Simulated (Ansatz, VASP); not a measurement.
Sr3BiAs: VASP beside Ansatz

INCAR

```
SYSTEM = Sr3BiAs
ALGO = Normal
EDIFF = 1E-7
ENCUT = 520
ISIF = 2
ISMEAR = 1
LASPH = .True.
LCHARG = .False.
LREAL = .False.
LWAVE = .False.
NBANDS = 33
NELM = 60
PREC = Accurate
SIGMA = 0.1
```

The input KPOINTS:

```
k-points
0
Gamma
  2 2 2
  0 0 0
```

POSCAR

```
Sr3BiAs
1.0
    5.8800000000      0.0000000000      0.0000000000
    0.0000000000      5.8800000000      0.0000000000
    0.0000000000      0.0000000000      5.8800000000
Sr Bi As
3 1 1
Direct
    0.0000000000      0.5000000000      0.5000000000
    0.5000000000      0.0000000000      0.5000000000
    0.5000000000      0.5000000000      0.0000000000
    0.0000000000      0.0000000000      0.0000000000
    0.5000000000      0.5000000000      0.5000000000
```

Input for Ansatz:

```yaml
crystal:
  lattice:
    - [5.88, 0.0, 0.0]
    - [0.0, 5.88, 0.0]
    - [0.0, 0.0, 5.88]
  atoms:
    - { symbol: Sr, position: [0.0, 0.5, 0.5] }
    - { symbol: Sr, position: [0.5, 0.0, 0.5] }
    - { symbol: Sr, position: [0.5, 0.5, 0.0] }
    - { symbol: Bi, position: [0.0, 0.0, 0.0] }
    - { symbol: As, position: [0.5, 0.5, 0.5] }
basis:
  ecutwfc: 420.0
kpoints:
  mp_grid:
    grid: [2, 2, 2]
hamiltonian:
  xc: lda
scf:
  occupations:
    method: cold
    width: 0.1
output:
  stress: true
```

Alike in both runs: task single point; functional LDA; k mesh 2 × 2 × 2; no spin polarisation.

|  | VASP | Ansatz |
| --- | --- | --- |
| version | VASP 6.6.1 | Ansatz 0.2.0 |
| potentials or method | VASP PAW LDA potentials, release 64 (Sr_sv, Bi_d, As), cutoff 520 eV | plane waves, PAW |
| occupations | methfessel-paxton of order 1, width 0.1 eV | cold, width 0.1 eV |
| valence electrons in the cell | 50 | 60 |

Ansatz gave:

```
pressure (GPa) : -1.6
```

Problem. Estimate VASP's values.

Solution. Pressure (GPa): -1.5.

LDA's correlation is that of Perdew and Zunger in VASP and of Perdew and Wang (1992) in Ansatz. VASP's potentials hold 50 valence electrons a cell and Ansatz's 60, so a difference there can come from the potentials and not from the codes.

The k mesh is coarse, so the values compare programs but aren't converged. Spin-orbit coupling is off throughout.
